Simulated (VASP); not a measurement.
Sn: single point with PBEsol

The system is Sn.

```xyz
2
Lattice="-0.0647 3.2333 3.2333 3.2333 -0.0647 3.2333 3.1687 3.1687 0.0000" Properties=species:S:1:pos:R:3 pbc="T T T"
Sn    4.7530    4.7530    4.8500
Sn    3.1687    3.1687    3.2333
```

```yaml
Program: VASP 6.6.1
Task: single point
Functional: PBEsol
Potentials_or_basis: VASP PAW PBE potentials, release 64 (Sn_d)
Cutoff: 520 eV
k_mesh: 7 × 7 × 7
Occupations: fermi-dirac, width 0.05 eV
Spin: no spin polarisation
Dipole_correction: no
Further_INCAR_settings: ALGO = Normal; EDIFF = 1e-06; NBANDS = 21
```

```
Pressure               : 1.6 GPa
Largest force          : 0.387 eV/Å
Band gap on the k mesh : zero (bands 14 and 15 overlap by 0.20 eV)
```

Forces on the atoms (eV/Å):
```
Sn   0.000  0.000  0.387
Sn   0.000  0.000 -0.387
```

Stress tensor (GPa, compression positive):
```
1.63 2.06 0.00
2.06 1.63 0.00
0.00 0.00 1.60
```

Levels at points of the mesh, in eV from the Fermi level:
```
           k point  band 12  band 13  band 14  band 15  band 16  band 17
(0.00, 0.00, 0.00)    -0.54     0.16     0.18     0.22     2.01     2.29
```

Wall time 28 s on 1 thread of Intel(R) Xeon(R) 6975P-C (Granite Rapids), with other jobs on the host, peak memory 0.24 GiB.

Caveat: the PAW data sets were made with another functional, which shifts forces and pressure a little; spin-orbit coupling is left out, which moves the levels of the heavy elements.
